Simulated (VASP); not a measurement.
Here is a VASP 6.6.1 calculation.

INCAR

```
  PREC = Accurate
  ENCUT = 520
  EDIFF = 1E-6
  ISMEAR = -1
  SIGMA = 0.05
  LREAL = False
  LASPH = True
  NELM = 80
  ALGO = Normal
  ISIF = 2
  LWAVE = False
  LCHARG = False
  GGA = PS
  NBANDS = 16
```

The input KPOINTS:

```
regular mesh
0
Gamma
  9 9 9
```

POSCAR

```
ZnS
1.0
    0.0000000000      2.6777714355      2.6777714355
    2.6777714355      0.0000000000      2.6777714355
    2.6777714355      2.6777714355      0.0000000000
Zn S
1 1
Direct
    0.7500000000      0.7500000000      0.7500000000
    0.0000000000      0.0000000000      0.0000000000
```

Potentials or basis: VASP PAW PBE potentials, release 64 (Zn, S).

Launch:

```bash
$ cat potpaw_PBE.64/Zn/POTCAR potpaw_PBE.64/S/POTCAR > POTCAR
$ mpirun -np 1 vasp_std > vasp.out
```

Question: Estimate the band gap on the k mesh.

Answer: 2.10 eV.

Question: Predict the pressure.

Answer: 0.2 GPa.

Caveat: the PAW data sets were made with another functional, which shifts forces and pressure a little.

**Experimental background.**

“Electronic, vibrational, and thermodynamic properties of ZnS (zincblende and rocksalt structure)”, 2009, arxiv:0911.5022 quotes, for a bulk crystal of ZnS at 19 K: band gap 3.85 eV (direct).

Measured gap of ZnS: 3.85 eV (direct; 19 K; quoted in “Electronic, vibrational, and thermodynamic properties of ZnS (zincblende and rocksalt structure)”, 2009, arxiv:0911.5022). This calculation gives 2.10 eV (-1.75 eV). The value is that of PBEsol, without temperature or zero-point motion. Semilocal functionals fall short of measured gaps as a rule.
